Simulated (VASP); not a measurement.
# Ge in VASP: further runs

Runs on Ge. Level: PBE. Tasks: single point.

Everything below comes from runs of VASP 6.6.1. Logs are shortened: lines on timing, memory, paths and dates and some standing lists are left out, and cuts for length are marked.

**1. The cell of the first run**

The cell holds a slab with vacuum, 4 atoms: a = 4.074 Å, b = 4.074 Å, c = 20.158 Å, α = 90.00°, β = 90.00°, γ = 120.00°.

**2. Single point, PBE**

Input file INCAR:

```
SYSTEM = Ge
ALGO     = Normal         ! electronic algorithm
DIPOL    = 0.5 0.5 0.500
EDIFF    = 1E-6           ! SCF threshold, eV
ENCUT    = 520            ! plane-wave cutoff, eV
GGA      = PE             ! functional
IDIPOL   = 3            
ISIF     = 2              ! what is computed and relaxed
ISMEAR   = -1             ! smearing method
LASPH    = .TRUE.         ! aspherical terms in the spheres
LCHARG   = .FALSE.        ! write CHGCAR
LDIPOL   = .TRUE.       
LREAL    = .FALSE.        ! projectors in reciprocal space
LWAVE    = .FALSE.        ! write WAVECAR
NBANDS   = 36             ! bands
NELM     = 60             ! most SCF steps
PREC     = Accurate       ! precision mode
SIGMA    = 0.02           ! smearing width, eV
```

Input file KPOINTS:

```
k-points
0
G
  9 9 1
  0 0 0
```

Input file POSCAR:

```
Ge
1.0
    4.0736070246      0.0000000000      0.0000000000
   -2.0368035123      3.5278471684      0.0000000000
    0.0000000000      0.0000000000     20.1576000000
Ge
4
Direct
    0.1666666665      0.3333333335      0.3968724510
    0.5000000005      0.9999999995      0.4381234709
    0.5000000005      0.9999999995      0.5618765296
    0.8333333335      0.6666666665      0.6031275490
```

Potentials or basis: VASP PAW PBE potentials, release 64 (Ge_d).

The run is started by

```sh
$ cat potpaw_PBE.64/Ge_d/POTCAR > POTCAR
$ mpirun -np 1 vasp_std > vasp.out
```

OUTCAR:

```text
SYSTEM = Ge
   EDIFF = 1E-6
   ENCUT = 520
   GGA = PE
   ISIF = 2
   ISMEAR = -1
   LASPH = .TRUE.
   LREAL = .FALSE.
   NELM = 60
   PREC = Accurate

 ion  position               nearest neighbor table
   1  0.167  0.333  0.397-   2 2.49   2 2.49   2 2.49
   2  0.500  1.000  0.438-   1 2.49   1 2.49   3 2.49   1 2.49
   3  0.500  1.000  0.562-   4 2.49   4 2.49   4 2.49   2 2.49
   4  0.833  0.667  0.603-   3 2.49   3 2.49   3 2.49

  LATTYP: Found a hexagonal cell.
 ALAT       =     4.0736070246
 C/A-ratio  =     4.9483418205

  Lattice vectors:

 A1 = (   4.0736070246,   0.0000000000,   0.0000000000)
 A2 = (  -2.0368035123,   3.5278471684,   0.0000000000)
 A3 = (   0.0000000000,   0.0000000000,  20.1576000000)

Analysis of symmetry for initial positions (statically):
=====================================================================
 Subroutine PRICEL returns:
 Original cell was already a primitive cell.

 Routine SETGRP: Setting up the symmetry group for a
 hexagonal supercell.

 Subroutine GETGRP returns: Found 12 space group operations
 (whereof  4 operations were pure point group operations)
 out of a pool of 24 trial point group operations.

The static configuration has the point symmetry C_2h.
 The point group associated with its full space group is D_3d.

Analysis of symmetry for dynamics (positions and initial velocities):
=====================================================================
 Subroutine PRICEL returns:
 Original cell was already a primitive cell.

 Routine SETGRP: Setting up the symmetry group for a
 hexagonal supercell.

 Subroutine GETGRP returns: Found 12 space group operations
 (whereof  4 operations were pure point group operations)
 out of a pool of 24 trial point group operations.

The dynamic configuration has the point symmetry C_2h.
 The point group associated with its full space group is D_3d.

 Subroutine INISYM returns: Found 12 space group operations
 (whereof  4 operations are pure point group operations),
 and found     1 'primitive' translations

----------------------------------------------------------------------------------------

                                     Primitive cell

  volume of cell :     289.6861

  direct lattice vectors                    reciprocal lattice vectors
     4.073607025  0.000000000  0.000000000     0.245482687  0.141729496  0.000000000
    -2.036803512  3.527847168  0.000000000     0.000000000  0.283458991  0.000000000
     0.000000000  0.000000000 20.157600000     0.000000000  0.000000000  0.049609080

  length of vectors
     4.073607025  4.073607025 20.157600000     0.283458991  0.283458991  0.049609080

  position of ions in fractional coordinates (direct lattice)
     0.166666666  0.333333334  0.396872451
     0.500000001  0.999999999  0.438123471
     0.500000001  0.999999999  0.561876530
     0.833333334  0.666666666  0.603127549

  ion indices of the primitive-cell ions
   primitive index   ion index
                 1           1
                 2           2
                 3           3
                 4           4

----------------------------------------------------------------------------------------

 KPOINTS: k-points

Automatic generation of k-mesh.
 Grid dimensions read from file:
 generate k-points for:    9    9    1

 Generating k-lattice:

  Cartesian coordinates                     Fractional coordinates (reciprocal lattice)
     0.027275854  0.015747722  0.000000000     0.111111111 -0.000000000  0.000000000
     0.000000000  0.031495443  0.000000000     0.000000000  0.111111111  0.000000000
     0.000000000  0.000000000  0.049609080     0.000000000  0.000000000  1.000000000

  Length of vectors
     0.031495443  0.031495443  0.049609080

  Shift w.r.t. Gamma in fractional coordinates (k-lattice)
     0.000000000  0.000000000  0.000000000

 Subroutine IBZKPT returns following result:
 ===========================================

 Found     12 irreducible k-points:

 Following reciprocal coordinates:
            Coordinates               Weight
  0.000000  0.000000  0.000000      1.000000
  0.111111  0.000000  0.000000      6.000000
  0.222222  0.000000  0.000000      6.000000
  0.333333  0.000000  0.000000      6.000000
  0.444444  0.000000  0.000000      6.000000
  0.111111  0.111111  0.000000      6.000000
  0.222222  0.111111  0.000000     12.000000
  0.333333  0.111111  0.000000     12.000000
  0.444444  0.111111  0.000000      6.000000
  0.222222  0.222222  0.000000      6.000000
  0.333333  0.222222  0.000000     12.000000
  0.333333  0.333333  0.000000      2.000000
   k-points           NKPTS =     12   k-points in BZ     NKDIM =     12   number of bands    NBANDS=     36
   number of dos      NEDOS =    301   number of ions     NIONS =      4
   total plane-waves  NPLWV = 135000
   dimension x,y,z NGX =    30 NGY =   30 NGZ =  150
   dimension x,y,z NGXF=    60 NGYF=   60 NGZF=  300
   ions per type =               4
   NGX,Y,Z   is equivalent  to a cutoff of  12.24, 12.24, 12.37 a.u.
   NGXF,Y,Z  is equivalent  to a cutoff of  24.49, 24.49, 24.74 a.u.
 SYSTEM =  Ge
   PREC   = accura    normal or accurate (medium, high low for compatibility)
   ISTART =      0    job   : 0-new  1-cont  2-samecut
   ICHARG =      2    charge: 1-file 2-atom 10-const
   ISPIN  =      1    spin polarized calculation?
   LNONCOLLINEAR =      F non collinear calculations
   LSORBIT =      F    spin-orbit coupling
   LASPH  =      T    aspherical Exc in radial PAW
   ENCUT  =  520.0 eV  38.22 Ry    6.18 a.u.   7.57  7.57 37.48*2*pi/ulx,y,z
   NELM   =     60;   NELMIN=  2; NELMDL= -5     # of ELM steps
   EDIFF  = 0.1E-05   stopping-criterion for ELM
   LREAL  =      F    real-space projection
   EDIFFG = 0.1E-04   stopping-criterion for IOM
   NSW    =      0    number of steps for IOM
   IBRION =     -1    ionic relax: 0-MD 1-quasi-New 2-CG
   NFREE  =      0    steps in history (QN), initial steepest desc. (CG)
   ISIF   =      2    stress and relaxation
   ISYM   =      2    0-nonsym 1-usesym 2-fastsym
   POTIM  = 0.5000    time-step for ionic-motion
   TEBEG  =    0.0;   TEEND  =   0.0 temperature during run
   PSTRESS=    0.0 pullay stress
   NELECT =      56.0000    total number of electrons
   NUPDOWN=      -1.0000    fix difference up-down
   EMIN   =  10.00;   EMAX   =-10.00  energy-range for DOS
   EFERMI =   0.00;   METHOD = LEGACY
   ISMEAR =    -1;   SIGMA  =   0.02  broadening in eV -4-tet -1-fermi 0-gaus
   EFERMI_NEDOS =   21; number of points for ismear=-14 and -15
   IALGO  =     38    algorithm
   IMIX   =      4    mixing-type and parameters
     AMIX     =   0.40;   BMIX     =  1.00
     AMIX_MAG =   1.60;   BMIX_MAG =  1.00
  volume/ion in A,a.u.               =      72.42       488.72
  Fermi-wavevector in a.u.,A,eV,Ry     =   0.946589  1.788794 12.191247  0.896031
  Thomas-Fermi vector in A             =   2.074602
   LORBIT       =      0    0 simple, 1 ext, 2 COOP (PROOUT), +10 PAW based schemes
   GGA     = PE    functional components
   LHFCALC =     F    Hartree Fock is set to
   AEXX    =    0.0000 exact exchange contribution
   IVDW    =     0    specifies the selected vdW correction
   LEPSILON=     F    determine dielectric tensor
   LRPA    =     F    only Hartree local field effects (RPA)
 non-spin polarized calculation
  energy-cutoff  :      520.00
  volume of cell :      289.69
 maximum number of plane-waves:      7833
   NGX = 15   NGY = 15   NGZ = 75

 number of electron      55.9999956 magnetization

 dipolmoment           0.000000      0.000000     -0.000000 electrons x Angstroem

 Free energy of the ion-electron system (eV)
  ---------------------------------------------------
  ext. energy  EPLUGINS =         0.00000000
  ---------------------------------------------------
  free energy    TOTEN  =       -16.53003168 eV

  energy without entropy =      -16.52992501  energy(sigma->0) =      -16.52997834

 E-fermi :  -1.6953     XC(G=0):  -3.8950

 val. band max:       -1.8203005784   @ k =   0.1111   0.0000   0.0000
 cond. band min:      -1.5967749569   @ k =   0.0000   0.0000   0.0000
 fundamental gap:      0.2235256215
 Fermi energy:        -1.6952817498

 k-point     1 :       0.0000    0.0000    0.0000
  band No.  band energies     occupation
      1     -26.1536      2.00000
      2     -26.1056      2.00000
      3     -26.1056      2.00000
      4     -26.0768      2.00000
      5     -26.0768      2.00000
      6     -26.0395      2.00000
[... 28 lines left out ...]
     35       2.4375      0.00000
     36       2.5848      0.00000

 k-point     2 :       0.1111    0.0000    0.0000
  band No.  band energies     occupation
      1     -26.1571      2.00000
      2     -26.1060      2.00000
      3     -26.1046      2.00000
      4     -26.0783      2.00000
      5     -26.0768      2.00000
      6     -26.0375      2.00000
[... 28 lines left out ...]
     35       2.7253      0.00000
     36       2.8140      0.00000

 k-point     3 :       0.2222    0.0000    0.0000
  band No.  band energies     occupation
      1     -26.1641      2.00000
      2     -26.1062      2.00000
      3     -26.1026      2.00000
      4     -26.0814      2.00000
      5     -26.0752      2.00000
      6     -26.0326      2.00000
[... 28 lines left out ...]
     35       3.1460      0.00000
     36       3.4909      0.00000
[... 274 lines left out ...]
 k-point    11 :       0.3333    0.2222    0.0000
  band No.  band energies     occupation
      1     -26.1744      2.00000
      2     -26.1088      2.00000
      3     -26.1027      2.00000
      4     -26.0855      2.00000
      5     -26.0677      2.00000
      6     -26.0277      2.00000
[... 28 lines left out ...]
     35       4.2629      0.00000
     36       4.9283      0.00000

 k-point    12 :       0.3333    0.3333    0.0000
  band No.  band energies     occupation
      1     -26.1752      2.00000
      2     -26.1078      2.00000
      3     -26.1078      2.00000
      4     -26.0774      2.00000
      5     -26.0774      2.00000
      6     -26.0264      2.00000
[... 28 lines left out ...]
     35       4.4841      0.00000
     36       5.0542      0.00000

------------------------ aborting loop because EDIFF is reached ----------------------------------------

 vacuum level on the upper side and lower side of the slab       (xc-potential included)        -0.116        -0.116

  FORCE on cell =-STRESS in cart. coord.  units (eV):
  Direction    XX          YY          ZZ          XY          YZ          ZX
  --------------------------------------------------------------------------------------
  -------------------------------------------------------------------------------------
  Total       -0.7225280     -0.7225280      1.1525020      0.0000000      0.0000000      0.0000000
  in kB       -3.9961112     -3.9961112      6.3741836      0.0000000      0.0000000      0.0000000
  external PRESSURE =      -0.5393463 kB  Pullay stress =       0.0000000 kB

 VOLUME and BASIS-vectors are now :
 -----------------------------------------------------------------------------
  energy-cutoff  :      520.00
  volume of cell :      289.69
      direct lattice vectors                 reciprocal lattice vectors
     4.073607025  0.000000000  0.000000000     0.245482687  0.141729496  0.000000000
    -2.036803512  3.527847168  0.000000000     0.000000000  0.283458991  0.000000000
     0.000000000  0.000000000 20.157600000     0.000000000  0.000000000  0.049609080

 POSITION                                       TOTAL-FORCE (eV/Angst)
 -----------------------------------------------------------------------------------
     -0.00000      1.17595      8.00000        -0.000000      0.000000      0.186874
      0.00000      3.52785      8.83152        -0.000000      0.000000     -0.783086
      0.00000      3.52785     11.32608         0.000000     -0.000000      0.783086
      2.03680      2.35190     12.15760         0.000000     -0.000000     -0.186874
 -----------------------------------------------------------------------------------
    total drift:                               -0.000004      0.000002     -0.000012

  FREE ENERGIE OF THE ION-ELECTRON SYSTEM (eV)
  ---------------------------------------------------
  free  energy   TOTEN  =       -16.5300316792 eV

  energy  without entropy=      -16.5299250089  energy(sigma->0) =      -16.52997834

 vacuum level on the upper side and lower side of the slab         2.748         2.748
```

Run time: 2.4 min. Hardware: 1 thread of AMD EPYC 7R13 (Zen 3), shared host; peak memory 0.37 GiB.

What came out:

```yaml
Free_energy: -16.5300 eV
Largest_force: 0.783 eV/Å
Band_gap_on_the_k_mesh: zero (bands 28 and 29 overlap by 0.24 eV)
```

Forces in eV/Å, atoms in the order of the input:
```
Ge   0.000  0.000  0.187
Ge   0.000  0.000 -0.783
Ge   0.000  0.000  0.783
Ge   0.000  0.000 -0.187
```

Levels at points of the mesh, in eV from the Fermi level:
| k point | band 24 | band 25 | band 26 | band 27 | band 28 | band 29 | band 30 | band 31 | band 32 | band 33 |
| --- | --- | --- | --- | --- | --- | --- | --- | --- | --- | --- |
| (0.00, 0.00, 0.00) | -2.19 | -0.60 | -0.60 | 0.10 | 0.10 | 0.56 | 1.08 | 1.53 | 3.55 | 3.55 |

[end of part 1 of 3]

The gap in the log of VASP goes by the Fermi energy; the results here count the filled bands.